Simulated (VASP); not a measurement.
Runs of VASP 6.6.1 on HfO2. The structure is that of space group Fm-3m (No. 225), or close to it. The cells are those of the table. 

| task | cell | k mesh | smearing | gap on the mesh (eV) | pressure (GPa) | relaxed volume (Å³/atom) |
| --- | --- | --- | --- | --- | --- | --- |
| single point | a = 3.536 Å, angles 60.0°, 3 atoms | 6 × 6 × 6 | gaussian 0.1 eV | 3.70 | -3.5 | - |
| single point | a = 3.617 Å, angles 60.0°, 3 atoms | 6 × 6 × 6 | gaussian 0.1 eV | 3.53 | -19.6 | - |
| relaxation of cell and atoms | relaxed from a = 3.536 Å, angles 60.0°, 3 atoms | 8 × 8 × 8 | gaussian 0.02 eV | 3.74 | 0.0 | 10.29 |
| single point | a = 3.536 Å, angles 60.0°, 3 atoms | 8 × 8 × 8 | gaussian 0.02 eV | 3.70 | -3.5 | - |
| relaxation of cell and atoms | relaxed from a = 3.617 Å, angles 60.0°, 3 atoms | 6 × 6 × 6 | gaussian 0.1 eV | 3.74 | -0.1 | (a) |

Alike in all rows: level LDA; potentials or basis VASP PAW LDA potentials, release 64 (Hf_pv, O); no spin polarisation; cutoff (eV) 600.

Q: Estimate the missing entries.

A: (a) 10.30.

Caveats: spin-orbit coupling is left out, which moves the levels of the heavy elements; the cell stands under tension (at least some runs).

A k mesh can miss the band edges, and the runs leave out spin-orbit coupling on Hf.
